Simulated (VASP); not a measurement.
# C in VASP: notebook, part 2 of 2

VASP 6.6.1. The steps go on from the part before.

### 3 Single point, PBE

INCAR

```
SYSTEM = C
PREC = Accurate
ENCUT = 520
EDIFF = 1E-6
ISMEAR = 0
SIGMA = 0.1
LREAL = .FALSE.
LASPH = .TRUE.
NELM = 100
ALGO = Normal
ISIF = 2
LWAVE = .FALSE.
LCHARG = .TRUE.
GGA = PE
LELF = .TRUE.
LVHAR = .TRUE.
NBANDS = 11
```

KPOINTS

```
Automatic mesh
0
G
  6 6 2
  0 0 0
```

POSCAR

```
C
1.0
    2.4561701622      0.0000000000      0.0000000000
   -1.2280850811      2.1271057565      0.0000000000
    0.0000000000      0.0000000000      8.5238033600
C
2
Direct
    0.3333333333      0.6666666667      0.0000000000
    0.6870235624      0.3333333333      0.0000000000
```

Potentials or basis: VASP PAW PBE potentials, release 64 (C).

Run with:

```sh
cat potpaw_PBE.64/C/POTCAR > POTCAR
mpirun -np 1 vasp_std > vasp.out
```

OUTCAR:

```text
SYSTEM = C
   PREC = Accurate
   ENCUT = 520
   EDIFF = 1E-6
   ISMEAR = 0
   LREAL = .FALSE.
   LASPH = .TRUE.
   NELM = 100
   ISIF = 2
   GGA = PE

 ion  position               nearest neighbor table
   1  0.333  0.667  0.000-   2 1.37   2 1.42   2 1.46
   2  0.687  0.333  0.000-   1 1.37   1 1.42   1 1.46

  LATTYP: Found a hexagonal cell.
 ALAT       =     2.4561701622
 C/A-ratio  =     3.4703635323

  Lattice vectors:

 A1 = (   2.4561701622,   0.0000000000,   0.0000000000)
 A2 = (  -1.2280850811,   2.1271057565,   0.0000000000)
 A3 = (   0.0000000000,   0.0000000000,   8.5238033600)

Analysis of symmetry for initial positions (statically):
=====================================================================
 Subroutine PRICEL returns:
 Original cell was already a primitive cell.

 Routine SETGRP: Setting up the symmetry group for a
 hexagonal supercell.

 Subroutine GETGRP returns: Found  4 space group operations
 (whereof  2 operations were pure point group operations)
 out of a pool of 24 trial point group operations.

The static configuration has the point symmetry C_1h.
[... 164 lines left out ...]

 val. band max:       -0.9984674547   @ k =   0.3333   0.3333   0.0000
 cond. band min:      -0.3307300084   @ k =   0.3333   0.3333   0.5000
 fundamental gap:      0.6677374464
 Fermi energy:        -0.6645976621

 k-point     1 :       0.0000    0.0000    0.0000
  band No.  band energies     occupation
      1     -20.2856      2.00000
      2      -8.3696      2.00000
      3      -4.4345      2.00000
      4      -2.9407      2.00000
      5       2.2774      0.00000
      6       4.5936      0.00000
      7       6.2858      0.00000
      8       6.7393      0.00000
      9       8.6864      0.00000
     10      10.9274      0.00000
     11      12.1292      0.00000
[... 309 lines left out ...]
 k-point    24 :      -0.1667    0.1667    0.5000
  band No.  band energies     occupation
      1     -19.6237      2.00000
      2      -7.5978      2.00000
      3      -5.7768      2.00000
      4      -5.1293      2.00000
      5       3.8961      0.00000
      6       3.9638      0.00000
      7       7.2137      0.00000
      8       8.8269      0.00000
      9       9.2186      0.00000
     10      11.0705      0.00000
     11      11.1867      0.00000

 [... further k-points ...]
[... 5 lines left out ...]
  --------------------------------------------------------------------------------------
  -------------------------------------------------------------------------------------
  Total        0.9103027      0.8551897     -0.0098722      0.0929703      0.0000000      0.0000000
  in kB       32.7503128     30.7674916     -0.3551744      3.3448285      0.0000000      0.0000000
  external PRESSURE =      21.0542100 kB  Pullay stress =       0.0000000 kB

 VOLUME and BASIS-vectors are now :
 -----------------------------------------------------------------------------
  energy-cutoff  :      520.00
  volume of cell :       44.53
      direct lattice vectors                 reciprocal lattice vectors
     2.456170162  0.000000000  0.000000000     0.407137916  0.235061185  0.000000000
    -1.228085081  2.127105756  0.000000000     0.000000000  0.470122370  0.000000000
     0.000000000  0.000000000  8.523803360     0.000000000  0.000000000  0.117318521

 POSITION                                       TOTAL-FORCE (eV/Angst)
 -----------------------------------------------------------------------------------
     -0.00000      1.41807      0.00000         2.205286      0.117178      0.000000
      1.27809      0.70904      0.00000        -2.205286     -0.117178      0.000000
 -----------------------------------------------------------------------------------
    total drift:                               -0.000007     -0.000002     -0.000000

  FREE ENERGIE OF THE ION-ELECTRON SYSTEM (eV)
  ---------------------------------------------------
  free  energy   TOTEN  =       -18.3539577644 eV

  energy  without entropy=      -18.3539576741  energy(sigma->0) =      -18.35395772
```

Run time: 8.3 s. Hardware: 1 thread of Intel Xeon Platinum 8481C at 2.70GHz (Sapphire Rapids), shared host; peak memory 0.15 GiB.

What came out:

* Free energy: -18.3540 eV
* Largest force: 2.208 eV/Å
* Band gap on the k mesh: 0.67 eV, direct

Forces in eV/Å, atoms in the order of the input:
```
C    2.205  0.117  0.000
C   -2.205 -0.117  0.000
```

Levels at points of the mesh, in eV from the valence-band top:
```csv
k point,band 2,band 3,band 4,band 5,band 6,band 7
"(0.00, 0.00, 0.00)",-7.37,-3.44,-1.94,3.28,5.59,7.28
"(0.50, 0.00, 0.00)",-13.33,-5.83,-1.74,1.52,7.91,11.27
"(0.00, 0.50, 0.00)",-12.98,-6.07,-2.07,2.03,7.68,11.24
"(0.50, 0.50, 0.00)",-12.64,-6.41,-2.35,2.52,7.67,11.22
"(0.00, 0.00, 0.50)",-7.37,-3.44,-1.94,4.01,4.06,7.74
"(0.50, 0.00, 0.50)",-13.33,-5.83,-1.74,1.52,7.91,11.81
"(0.00, 0.50, 0.50)",-12.98,-6.07,-2.07,2.03,7.68,11.77
"(0.50, 0.50, 0.50)",-12.64,-6.41,-2.35,2.52,7.67,11.74
```

Caveat: the k points lie up to 0.49 Å⁻¹ apart.

### 4 Single point, LDA

INCAR

```
SYSTEM = C
ALGO = Normal
EDIFF = 1E-6
ENCUT = 600
GGA = CA
GGA_COMPAT = .FALSE.
ISIF = 2
ISMEAR = 0
LASPH = .TRUE.
LCHARG = .FALSE.
LREAL = .FALSE.
LWAVE = .FALSE.
NBANDS = 11
NELM = 120
PREC = Accurate
SIGMA = 0.1
```

KPOINTS

```
k-points
0
G
  3 3 1
  0 0 0
```

Changes to POSCAR since step 3:

```diff
@@ -9,2 +9,2 @@
     0.3333333333      0.6666666667      0.0000000000
-    0.6870235624      0.3333333333      0.0000000000
+    0.6666666667      0.3333333333      0.0000000000
```

Potentials or basis: VASP PAW LDA potentials, release 64 (C).

Run with:

```sh
cat potpaw_LDA.64/C/POTCAR > POTCAR
mpirun -np 1 vasp_std > vasp.out
```

Run time: 4.4 s. Hardware: 1 thread of AMD EPYC 7R13 (Zen 3), shared host; peak memory 0.1 GiB.

Results (log left out):

```
Free energy            : -19.6409 eV
Band gap on the k mesh : zero (filled and empty bands touch)
```

Levels at points of the mesh, in eV from the Fermi level:
```csv
k point,band 1,band 2,band 3,band 4,band 5,band 6,band 7,band 8,band 9
"(0.00, 0.00, 0.00)",-19.39,-7.73,-3.01,-3.01,3.11,5.45,7.10,8.34,8.34
```

Caveat: the k points lie up to 0.98 Å⁻¹ apart.

### 5 Single point, PBE

INCAR

```
ALGO = Normal ; EDIFF = 1E-6
ENCUT = 600 ; GGA = PE
GGA_COMPAT = F ; ISIF = 2
ISMEAR = -1 ; LASPH = T
LCHARG = F ; LREAL = F
LWAVE = F ; NBANDS = 11
NELM = 120 ; PREC = Accurate
SIGMA = 0.025851999786435532
```

KPOINTS

```
k-points
0
Gamma
  3 3 1
```

POSCAR is that of step 4.

Potentials or basis: VASP PAW PBE potentials, release 64 (C).

Run with:

```sh
cat potpaw_PBE.64/C/POTCAR > POTCAR
mpirun -np 1 vasp_std > vasp.out
```

It took 4.4 s on 1 thread of AMD EPYC 7R13 (Zen 3), shared host; peak memory 0.12 GiB.

The run converged. Its results:

```yaml
Free_energy: -17.8921 eV
Band_gap_on_the_k_mesh: zero (filled and empty bands touch)
```

Levels at points of the mesh, in eV from the Fermi level:
```
           k point  band 1  band 2  band 3  band 4  band 5  band 6  band 7  band 8  band 9
(0.00, 0.00, 0.00)  -19.61   -7.71   -3.02   -3.02    2.94    5.24    6.98    8.39    8.39
```

Caveat: the k points lie up to 0.98 Å⁻¹ apart.

### 6 Single point, BLYP

INCAR

```
AGGAC = 1.0
AGGAX = 1.0
ALDAC = 0.0
ALDAX = 1.0
ALGO = Normal
EDIFF = 1E-6
ENCUT = 600
GGA = B5
GGA_COMPAT = False
ISIF = 2
ISMEAR = 0
LASPH = True
LCHARG = False
LREAL = False
LWAVE = False
NBANDS = 11
NELM = 120
PREC = Accurate
SIGMA = 0.1
```

KPOINTS is that of step 5.

POSCAR is that of step 5.

Potentials or basis: VASP PAW PBE potentials, release 64 (C).

Run with:

```sh
cat potpaw_PBE.64/C/POTCAR > POTCAR
mpirun -np 1 vasp_std > vasp.out
```

Run time: 16 s. Hardware: 1 thread of AMD EPYC 7R13 (Zen 3), shared host; peak memory 0.12 GiB.

It converged, with:

```yaml
Free_energy: -16.8094 eV
Band_gap_on_the_k_mesh: zero (filled and empty bands touch)
```

Levels at points of the mesh, in eV from the Fermi level:
| k point | band 2 | band 3 | band 4 | band 5 | band 6 | band 7 |
| --- | --- | --- | --- | --- | --- | --- |
| (0.00, 0.00, 0.00) | -7.68 | -3.19 | -3.19 | 2.78 | 5.09 | 6.80 |

Caveat: the k points lie up to 0.98 Å⁻¹ apart; the PAW data sets were made with another functional, which shifts forces and pressure a little.

### 7 Overview

```csv
level,potentials or basis,k mesh,cutoff (eV),smearing,gap on the mesh (eV),largest force (eV/Å)
PBE,"VASP PAW PBE potentials, release 64 (C)",3 × 7 × 2,520,gaussian 0.1 eV,1.53,0.54
PBE,"VASP PAW PBE potentials, release 64 (C)",6 × 6 × 2,520,gaussian 0.1 eV,0.67,2.21
LDA,"VASP PAW LDA potentials, release 64 (C)",3 × 3 × 1,600,gaussian 0.1 eV,none,-
PBE,"VASP PAW PBE potentials, release 64 (C)",3 × 3 × 1,600,fermi-dirac 0.025852 eV,none,-
BLYP,"VASP PAW PBE potentials, release 64 (C)",3 × 3 × 1,600,gaussian 0.1 eV,none,-
```

Some of these runs hold the atoms at other places in the same cell, which the table doesn't show; runs alike in all that it shows share one row.

Alike in all rows: task single point; no spin polarisation; cell as given.

Caveats: all runs use coarse meshes; the PAW data sets were made with another functional, which shifts forces and pressure a little (some runs).

Absolute energies hang on the potentials; compare differences alone.
